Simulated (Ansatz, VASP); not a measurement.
# One calculation of SnSe2, two programs

```
Sn Se
1.0
     1.91229    1.10406    6.33509
    -1.91229    1.10406    6.33509
     0.00000   -2.20812    6.33509
Sn Se
1 2
Cartesian
  0.0000 0.0000 0.0000
  0.0000 0.0000 4.7619
  0.0000 0.0000 14.2434
```

Alike in both runs: task single point; functional PBE; k mesh 8 × 8 × 8; occupations fermi-dirac, width 0.02 eV; non-collinear spin, spin-orbit coupling.

|  | VASP | Ansatz |
| --- | --- | --- |
| version | VASP 6.6.1 | Ansatz 0.2.0 |
| potentials or method | VASP PAW PBE potentials, release 64 (Sn_d, Se) | plane waves, PAW |
| plane-wave cutoff (eV) | 520 | 420 |
| valence electrons in the cell | 26 | 46 |

|  | VASP | Ansatz | Ansatz less VASP |
| --- | --- | --- | --- |
| pressure (GPa) | 3.0 | 2.9 | -0.09 |
| traceless stress, the component that is largest in VASP (GPa) | 0.16 | 0.15 | -0.005 |
| rms of the force components (eV/Å) | 0.126 | 0.118 | -0.0082 |

Atom by atom the forces differ by 0.008 eV/Å (rms over components). VASP's potentials hold 26 valence electrons a cell and Ansatz's 46, so a difference there can come from the potentials and not from the codes.
